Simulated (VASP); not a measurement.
# Sc: single point with r2SCAN

Crystal: Sc.

```xyz
2
Lattice="3.3274 0.0000 0.0000 -1.6637 2.8816 0.0000 0.0000 0.0000 5.2038" Properties=species:S:1:pos:R:3 pbc="T T T"
Sc    0.0000    1.9210    1.3009
Sc    1.6637    0.9605    3.9028
```

- Program: VASP 6.6.1
- Task: single point
- Functional: r2SCAN
- Potentials or basis: VASP PAW PBE potentials, release 64 (Sc_sv)
- Cutoff: 520 eV
- k mesh: 9 × 9 × 5
- Occupations: gaussian, width 0.05 eV
- Spin: no spin polarisation

```yaml
Pressure: 0.2 GPa
Band_gap_on_the_k_mesh: zero (bands 11 and 12 overlap by 1.28 eV)
```

Levels at points of the mesh, in eV from the Fermi level:
| k point | band 7 | band 8 | band 9 | band 10 | band 11 | band 12 | band 13 | band 14 | band 15 | band 16 |
| --- | --- | --- | --- | --- | --- | --- | --- | --- | --- | --- |
| (0.00, 0.00, 0.00) | -29.00 | -28.98 | -5.48 | -1.69 | 0.41 | 1.79 | 1.79 | 2.04 | 2.26 | 2.26 |

Wall time 89 s on 1 thread of Intel(R) Xeon(R) 6975P-C (Granite Rapids) (shared host), peak memory 0.18 GiB.

Caveat: the PAW data sets were made with another functional, which shifts forces and pressure a little.
